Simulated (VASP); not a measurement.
# Ge8HS8 (a cell with a defect) in VASP: notebook

Ge8HS8 (a cell with a defect) is run at these levels: PBE; tasks: single point.

All numbers are computed with VASP 6.6.1; they aren't measurements. Logs are shortened: lines on timing, memory, paths and dates and some standing lists are left out, and cuts for length are marked.

### 1 The cell of the first run

The cell holds a defect, 17 atoms: a = 5.771 Å, b = 5.771 Å, c = 10.785 Å, α = 90.00°, β = 90.00°, γ = 101.16°.

### 2 Single point, PBE

The input, INCAR:

```
ALGO     = Normal         # electronic algorithm
EDIFF    = 1E-6           # SCF threshold, eV
ENCUT    = 520            # plane-wave cutoff, eV
GGA      = PE             # functional
ISIF     = 2              # what is computed and relaxed
ISMEAR   = 0              # smearing method
LASPH    = True           # aspherical terms in the spheres
LCHARG   = False          # write CHGCAR
LREAL    = Auto         
LWAVE    = False          # write WAVECAR
NBANDS   = 94             # bands
NELECT   = 160.0        
NELM     = 60             # most SCF steps
PREC     = Accurate       # precision mode
SIGMA    = 0.02           # smearing width, eV
```

The input, KPOINTS:

```
Automatic mesh
0
Gamma
  3 3 2
  0 0 0.5
```

The input, POSCAR:

```
Ge8HS8
1.0
    0.0000000000      3.6648200360     -4.4582439870
    0.0000000000      3.6648200360      4.4582439870
   10.7854107998      0.0000000000      0.0000000000
Ge S H
8 8 1
Direct
    0.9365298724      0.2971653584      0.8712748336
    0.4667074660      0.8067788045      0.8811360250
    0.0509597895      0.7013622817      0.1249697415
    0.5163633519      0.2469191484      0.0637569595
    0.9462887007      0.7994625059      0.6228033521
    0.4535759843      0.2959915178      0.6280640697
    0.0825353220      0.2043985492      0.3658488372
    0.5187841404      0.6892478930      0.4087628262
    0.8804254107      0.3660161485      0.6486934183
    0.3820072598      0.8671460288      0.6485139166
    0.1059983014      0.6366054209      0.3520208985
    0.6380248319      0.1108203974      0.3504141910
    0.3740293970      0.3740960152      0.8531781655
    0.8902922974      0.8688221848      0.8469139627
    0.6204153335      0.6343172195      0.1502422142
    0.1090021856      0.1399374597      0.1420509639
    0.6466377908      0.0106880742      0.2349607305
```

Potentials or basis: VASP PAW PBE potentials, release 64 (Ge_d, S, H).

Run with:

```sh
cat potpaw_PBE.64/Ge_d/POTCAR potpaw_PBE.64/S/POTCAR potpaw_PBE.64/H/POTCAR > POTCAR
mpirun -np 1 vasp_std > vasp.out
```

OUTCAR:

```text
EDIFF = 1E-6
   ENCUT = 520
   GGA = PE
   ISIF = 2
   ISMEAR = 0
   LASPH = True
   LREAL = Auto
   NELECT = 160.0
   NELM = 60
   PREC = Accurate

 ion  position               nearest neighbor table
   1  0.937  0.297  0.871-  14 2.45   9 2.46  13 2.49
   2  0.467  0.807  0.881-  14 2.43  13 2.47  10 2.59
   3  0.051  0.701  0.125-  15 2.45  16 2.49  11 2.51
   4  0.516  0.247  0.064-  15 2.39  16 2.46  13 2.57
   5  0.946  0.799  0.623-   9 2.47  14 2.48  10 2.48
   6  0.454  0.296  0.628-   9 2.43  10 2.44  13 2.53
   7  0.083  0.204  0.366-  16 2.45  11 2.48  12 2.52
   8  0.519  0.689  0.409-  11 2.42  12 2.48
   9  0.880  0.366  0.649-   6 2.43   1 2.46   5 2.47
  10  0.382  0.867  0.649-   6 2.44   5 2.48   2 2.59
  11  0.106  0.637  0.352-   8 2.42   7 2.48   3 2.51
  12  0.638  0.111  0.350-  17 1.38   8 2.48   7 2.52
  13  0.374  0.374  0.853-   2 2.47   1 2.49   6 2.53   4 2.57
  14  0.890  0.869  0.847-   2 2.43   1 2.45   5 2.48
  15  0.620  0.634  0.150-   4 2.39   3 2.45
  16  0.109  0.140  0.142-   7 2.45   4 2.46   3 2.49
  17  0.647  0.011  0.235-  12 1.38

  LATTYP: Found a base centered orthorhombic cell.
 ALAT       =     7.3296400720
 B/A-ratio  =     1.2164973841
 C/A-ratio  =     1.4714789122

  Lattice vectors:

 A1 = (   0.0000000000,   3.6648200360,  -4.4582439870)
 A2 = (   0.0000000000,   3.6648200360,   4.4582439870)
 A3 = (  10.7854107998,   0.0000000000,   0.0000000000)

Analysis of symmetry for initial positions (statically):
=====================================================================
 Subroutine PRICEL returns:
 Original cell was already a primitive cell.

 Routine SETGRP: Setting up the symmetry group for a
 base centered orthorhombic supercell.

 Subroutine GETGRP returns: Found  1 space group operations
 (whereof  1 operations were pure point group operations)
 out of a pool of  8 trial point group operations.

The static configuration has the point symmetry C_1 .

Analysis of symmetry for dynamics (positions and initial velocities):
=====================================================================
 Subroutine PRICEL returns:
 Original cell was already a primitive cell.

 Routine SETGRP: Setting up the symmetry group for a
 base centered orthorhombic supercell.

[... 118 lines left out ...]
   EDIFF  = 0.1E-05   stopping-criterion for ELM
   LREAL  =      T    real-space projection
   EDIFFG = 0.1E-04   stopping-criterion for IOM
   NSW    =      0    number of steps for IOM
   IBRION =     -1    ionic relax: 0-MD 1-quasi-New 2-CG
   NFREE  =      0    steps in history (QN), initial steepest desc. (CG)
   ISIF   =      2    stress and relaxation
   ISYM   =      2    0-nonsym 1-usesym 2-fastsym
   POTIM  = 0.5000    time-step for ionic-motion
   TEBEG  =    0.0;   TEEND  =   0.0 temperature during run
   PSTRESS=    0.0 pullay stress
   NELECT =     160.0000    total number of electrons
   NUPDOWN=      -1.0000    fix difference up-down
   EMIN   =  10.00;   EMAX   =-10.00  energy-range for DOS
   EFERMI =   0.00;   METHOD = LEGACY
   ISMEAR =     0;   SIGMA  =   0.02  broadening in eV -4-tet -1-fermi 0-gaus
   EFERMI_NEDOS =   21; number of points for ismear=-14 and -15
   IALGO  =     38    algorithm
   IMIX   =      4    mixing-type and parameters
     AMIX     =   0.40;   BMIX     =  1.00
     AMIX_MAG =   1.60;   BMIX_MAG =  1.00
  volume/ion in A,a.u.               =      20.73       139.90
  Fermi-wavevector in a.u.,A,eV,Ry     =   1.258212  2.377676 21.539343  1.583097
  Thomas-Fermi vector in A             =   2.391833
   LORBIT       =      0    0 simple, 1 ext, 2 COOP (PROOUT), +10 PAW based schemes
   GGA     = PE    functional components
   LHFCALC =     F    Hartree Fock is set to
   AEXX    =    0.0000 exact exchange contribution
   IVDW    =     0    specifies the selected vdW correction
   LEPSILON=     F    determine dielectric tensor
   LRPA    =     F    only Hartree local field effects (RPA)
 non-spin polarized calculation
 Gauss-broadening in eV      SIGMA  =   0.02
  energy-cutoff  :      520.00
  volume of cell :      352.44
 maximum number of plane-waves:      9495
 NGX is ok and might be reduce to    48
   NGX = 21   NGY = 21   NGZ = 41

 number of electron     160.0000031 magnetization

 Free energy of the ion-electron system (eV)
  ---------------------------------------------------
  ext. energy  EPLUGINS =         0.00000000
  ---------------------------------------------------
  free energy    TOTEN  =       -80.66148935 eV

  energy without entropy =      -80.66148935  energy(sigma->0) =      -80.66148935

 E-fermi :   4.3423     XC(G=0):  -9.7538

 val. band max:        4.2026190605   @ k =  -0.3333   0.3333   0.2500
 cond. band min:       5.5956805552   @ k =  -0.3333   0.3333   0.2500
 fundamental gap:      1.3930614947
 Fermi energy:         4.3423498619

 k-point     1 :       0.0000    0.0000    0.2500
  band No.  band energies     occupation
      1     -20.2321      2.00000
      2     -20.2224      2.00000
      3     -20.1891      2.00000
      4     -20.1859      2.00000
      5     -20.1754      2.00000
      6     -20.1732      2.00000
[... 844 lines left out ...]
     91       7.4998      0.00000
     92       7.5384      0.00000
 [bands above 92 left out]

------------------------ aborting loop because EDIFF is reached ----------------------------------------

  FORCE on cell =-STRESS in cart. coord.  units (eV):
  Direction    XX          YY          ZZ          XY          YZ          ZX
  --------------------------------------------------------------------------------------
  -------------------------------------------------------------------------------------
  Total      -10.9634463     -9.2080461     -8.4339511     -0.5508689      0.2382871     -1.0671172
  in kB      -49.8395948    -41.8595826    -38.3405631     -2.5042383      1.0832481     -4.8510920
  external PRESSURE =     -43.3465802 kB  Pullay stress =       0.0000000 kB

 VOLUME and BASIS-vectors are now :
 -----------------------------------------------------------------------------
  energy-cutoff  :      520.00
  volume of cell :      352.44
      direct lattice vectors                 reciprocal lattice vectors
     0.000000000  3.664820036 -4.458243987     0.000000000  0.136432347 -0.112151780
     0.000000000  3.664820036  4.458243987     0.000000000  0.136432347  0.112151780
    10.785410800  0.000000000  0.000000000     0.092717841  0.000000000  0.000000000

 POSITION                                       TOTAL-FORCE (eV/Angst)
 -----------------------------------------------------------------------------------
      9.39706      4.52127     -2.85044         0.017103     -0.014820      0.014631
      9.50341      4.66710      1.51612        -0.092000     -0.005737      0.071448
      1.34785      2.75713      2.89965         0.001350     -0.027417      0.000697
      0.68764      2.79729     -1.20125        -0.004206      0.003459      0.012411
      6.71719      6.39786     -0.65459         0.010962      0.008427     -0.009991
      6.77393      2.74703     -0.70255        -0.001397     -0.010037     -0.010721
[... 9 lines left out ...]
      1.53208      0.91232      0.13792         0.014930     -0.010370      0.000056
      2.53415      2.40898     -2.83522         0.041967      0.094137      0.135406
 -----------------------------------------------------------------------------------
    total drift:                                0.003032     -0.001499      0.004640

  FREE ENERGIE OF THE ION-ELECTRON SYSTEM (eV)
  ---------------------------------------------------
  free  energy   TOTEN  =       -80.6614893484 eV

  energy  without entropy=      -80.6614893484  energy(sigma->0) =      -80.66148935
```

OSZICAR:

```text
N       E                     dE             d eps       ncg     rms          rms(c)
DAV:   1     0.248510969837E+04    0.24851E+04   -0.65547E+04  2248   0.373E+03
DAV:   2     0.499773071954E+03   -0.19853E+04   -0.18995E+04  1692   0.120E+03
DAV:   3    -0.112184710626E+02   -0.51099E+03   -0.48490E+03  1844   0.282E+02
DAV:   4    -0.788697655928E+02   -0.67651E+02   -0.65857E+02  2064   0.105E+02
DAV:   5    -0.820804013252E+02   -0.32106E+01   -0.31762E+01  1976   0.241E+01    0.198E+01
DAV:   6    -0.806869326359E+02    0.13935E+01   -0.41393E+00  2464   0.102E+01    0.118E+01
DAV:   7    -0.807076022688E+02   -0.20670E-01   -0.22212E+00  2200   0.480E+00    0.261E+00
DAV:   8    -0.806609069363E+02    0.46695E-01   -0.46551E-01  2144   0.376E+00    0.100E+00
DAV:   9    -0.806616152132E+02   -0.70828E-03   -0.68930E-02  2128   0.157E+00    0.448E-01
DAV:  10    -0.806613348680E+02    0.28035E-03   -0.80800E-03  2056   0.617E-01    0.178E-01
DAV:  11    -0.806614993431E+02   -0.16448E-03   -0.12942E-03  2040   0.223E-01    0.905E-02
DAV:  12    -0.806614647504E+02    0.34593E-04   -0.20191E-04  1992   0.723E-02    0.538E-02
DAV:  13    -0.806614905933E+02   -0.25843E-04   -0.76268E-05  2000   0.904E-02    0.238E-02
DAV:  14    -0.806614889025E+02    0.16907E-05   -0.20044E-05  2424   0.405E-02    0.124E-02
DAV:  15    -0.806614893484E+02   -0.44583E-06   -0.36489E-06  1576   0.103E-02
   1 F= -.80661489E+02 E0= -.80661489E+02  d E =-.793492E-24
```

stdout:

```text
POSCAR found type information on POSCAR GeS H
 POSCAR found :  3 types and      17 ions
 scaLAPACK will be used
 LDA part: xc-table for (Slater+PW92), standard interpolation
 POSCAR, INCAR and KPOINTS ok, starting setup
 FFT: planning ... GRIDC
 FFT: planning ... GRID_SOFT
 FFT: planning ... GRID
 WAVECAR not read
 entering main loop
 the old and the new charge density differ
 old charge density:   161.00000 new  160.00000
    0.198E+01
```

It took 14 min on 1 thread of Oxide Virtual Turin-like, shared host; peak memory 0.49 GiB.

What came out:

* Free energy: -80.6615 eV
* Largest force: 0.170 eV/Å

Forces in eV/Å, atoms in the order of the input:
```
Ge   0.017 -0.015  0.015
Ge  -0.092 -0.006  0.071
Ge   0.001 -0.027  0.001
Ge  -0.004  0.003  0.012
Ge   0.011  0.008 -0.010
Ge  -0.001 -0.010 -0.011
Ge   0.011  0.006 -0.038
Ge  -0.127 -0.011 -0.102
S    0.018 -0.006 -0.006
S    0.029  0.008 -0.029
S    0.005  0.016 -0.036
S   -0.009 -0.022 -0.032
S    0.006  0.005  0.015
S    0.009 -0.020  0.012
S    0.068 -0.014  0.002
S    0.015 -0.010  0.000
H    0.042  0.094  0.135
```

Caveat: the cell carries a net charge on a neutralising background, which shifts energy and pressure; the cell is charged against a uniform background, so pressure and absolute levels hang on convention.

### 3 Single point, PBE

The input, INCAR:

```
  ALGO = Normal
  EDIFF = 1E-7
  ENCUT = 520
  GGA = PE
  ISIF = 2
  ISMEAR = 0
  LASPH = T
  LCHARG = F
  LREAL = Auto
  LWAVE = F
  NBANDS = 94
  NELECT = 160.0
  NELM = 80
  PREC = Accurate
  SIGMA = 0.02
```

KPOINTS is that of step 2.

The input, POSCAR:

```
Ge8HS8
1.0
    0.0000000000      3.6648200360     -4.4582439870
    0.0000000000      3.6648200360      4.4582439870
   10.7854107998      0.0000000000      0.0000000000
Ge S H
8 8 1
Direct
    0.9413046936      0.2942932226      0.8692289217
    0.4967932154      0.7817347762      0.9182634935
    0.0699848098      0.7027303500      0.1244853835
    0.5201819652      0.2288037894      0.0653601437
    0.9304166950      0.7985143133      0.6228275515
    0.4523236751      0.3035289923      0.6280567450
    0.0748621549      0.2075877307      0.3648774324
    0.4895594641      0.7184316396      0.4455872001
    0.8790369221      0.3653496931      0.6466280357
    0.3655528853      0.8741423673      0.6416419484
    0.0873910618      0.6340345400      0.3504382976
    0.6350168309      0.1082742375      0.3371038032
    0.3759253088      0.3609575322      0.8523618776
    0.9046409242      0.8675162176      0.8458541051
    0.6296086072      0.6365979062      0.1239436332
    0.1132557416      0.1375955938      0.1401866863
    0.6523014310     -0.0540728745      0.2449571972
```

Potentials or basis: VASP PAW PBE potentials, release 64 (Ge_d, S, H).

Run with:

```sh
cat potpaw_PBE.64/Ge_d/POTCAR potpaw_PBE.64/S/POTCAR potpaw_PBE.64/H/POTCAR > POTCAR
mpirun -np 1 vasp_std > vasp.out
```

Run time: 13 min. Hardware: 1 thread of Oxide Virtual Turin-like, shared host; peak memory 0.49 GiB.

It converged, with:

```
Free energy   : -80.7369 eV
Largest force : 0.110 eV/Å
```

Forces on the atoms (eV/Å):
```
Ge   0.002 -0.006  0.007
Ge   0.044  0.014 -0.002
Ge  -0.021 -0.014  0.007
Ge  -0.077 -0.005  0.010
Ge   0.010 -0.001  0.004
Ge  -0.011 -0.007 -0.011
Ge  -0.005  0.010 -0.017
Ge  -0.003 -0.013  0.002
S    0.001 -0.009 -0.006
S   -0.001  0.006 -0.012
S    0.014  0.013  0.001
S   -0.033 -0.024 -0.032
S    0.013 -0.006  0.003
S    0.007  0.001 -0.021
S    0.000 -0.013 -0.018
S    0.007 -0.008  0.014
H    0.052  0.062  0.074
```

Levels at points of the mesh, in eV from the Fermi level:
```tsv
k point	band 76	band 77	band 78	band 79	band 80	band 81	band 82	band 83	band 84	band 85
(0.00, 0.00, 0.25)	-1.69	-1.45	-1.14	-0.99	-0.63	1.40	2.02	2.30	2.47	2.67
```

Caveat: the cell carries a net charge on a neutralising background, which shifts energy and pressure; the cell is charged against a uniform background, so pressure and absolute levels hang on convention.

### 4 Single point, PBE

The input, INCAR:

```
SYSTEM = Ge8HS8
  PREC = Accurate
  ENCUT = 520
  EDIFF = 1E-6
  ISMEAR = 0
  SIGMA = 0.02
  LREAL = Auto
  LASPH = .TRUE.
  NELM = 60
  ALGO = Normal
  ISIF = 2
  LWAVE = .FALSE.
  LCHARG = .FALSE.
  GGA = PE
  NELECT = 160.0
  NBANDS = 94
```

KPOINTS is that of step 3.

The input, POSCAR:

```
Ge8HS8
1.0
    0.0000000000      3.6648200360     -4.4582439870
    0.0000000000      3.6648200360      4.4582439870
   10.7854107998      0.0000000000      0.0000000000
Ge S H
8 8 1
Direct
    0.9464327242      0.3026951880      0.8743837555
    0.4549118848      0.7960213002      0.8754692960
    0.0957891459      0.7013695062      0.1309452209
    0.5532168655      0.1717115004      0.1314493278
    0.9281422654      0.7990003877      0.6249761020
    0.4503380272      0.3182039400      0.6258628554
    0.0515955137      0.1937698770      0.3776269700
    0.5010242760      0.7348672427      0.4451702480
    0.8763535896      0.3718785078      0.6513709241
    0.3648556844      0.8819321402      0.6452026844
    0.1033856198      0.6275484980      0.3555842305
    0.6206869451      0.1384087193      0.3541317128
    0.3793785724      0.3690289818      0.8466106827
    0.8817410306      0.8707927738      0.8454811939
    0.6541330665      0.6181774301      0.1246548717
    0.1261084870      0.1291217810      0.1535914608
    0.6287980345     -0.3097717280      0.2438834319
```

Run with:

```sh
cat potpaw_PBE.64/Ge_d/POTCAR potpaw_PBE.64/S/POTCAR potpaw_PBE.64/H/POTCAR > POTCAR
mpirun -np 1 vasp_std > vasp.out
```

It took 10 min on 1 thread of Oxide Virtual Turin-like, shared host; peak memory 0.49 GiB.

Results (log left out):

```yaml
Free_energy: -80.8073 eV
Largest_force: 0.166 eV/Å
```

Forces on the atoms (eV/Å):
```
Ge  -0.002  0.003  0.014
Ge  -0.021 -0.001  0.026
Ge  -0.001  0.014 -0.011
Ge   0.020 -0.018 -0.038
Ge  -0.004 -0.001  0.014
Ge  -0.008  0.014  0.021
Ge   0.005  0.010  0.004
Ge  -0.009  0.031  0.012
S   -0.001  0.005  0.010
S   -0.007  0.009  0.011
S   -0.009  0.015  0.007
S    0.021  0.028  0.042
S   -0.010  0.006  0.007
S   -0.007 -0.003  0.012
S    0.054 -0.010  0.000
S    0.004  0.001 -0.001
H   -0.025 -0.102 -0.129
```

Levels at points of the mesh, in eV from the Fermi level:
| k point | band 77 | band 78 | band 79 | band 80 | band 81 | band 82 | band 83 | band 84 |
| --- | --- | --- | --- | --- | --- | --- | --- | --- |
| (0.00, 0.00, 0.25) | -1.23 | -1.17 | -0.88 | -0.40 | 1.70 | 2.16 | 2.32 | 2.71 |

Caveat: the cell carries a net charge on a neutralising background, which shifts energy and pressure; the cell is charged against a uniform background, so pressure and absolute levels hang on convention.
